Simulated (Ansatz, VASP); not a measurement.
# One calculation of HgTe, two programs

```
Hg Te
1.0
     0.00000    3.35371    3.35371
     3.35371    0.00000    3.35371
     3.35371    3.35371    0.00000
Hg Te
1 1
Direct
  0.00000 0.00000 0.00000
  0.25000 0.25000 0.25000
```

Alike in both runs: task single point; functional r2SCAN; k mesh 6 × 6 × 6; occupations fermi-dirac, width 0.02 eV; no spin polarisation.

|  | VASP | Ansatz |
| --- | --- | --- |
| version | VASP 6.6.1 | Ansatz 0.2.0 |
| potentials or method | VASP PAW PBE potentials, release 64 (Hg, Te) | plane waves, PAW |
| plane-wave cutoff (eV) | 550 | 500 |
| valence electrons in the cell | 18 | 36 |

```csv
,VASP,Ansatz,Ansatz less VASP
pressure (GPa),-2.0,-2.0,-0.05
```

VASP's potentials were made for PBE, not for r2SCAN. VASP's potentials hold 18 valence electrons a cell and Ansatz's 36, so a difference there can come from the potentials and not from the codes.

Spin-orbit coupling is off throughout.
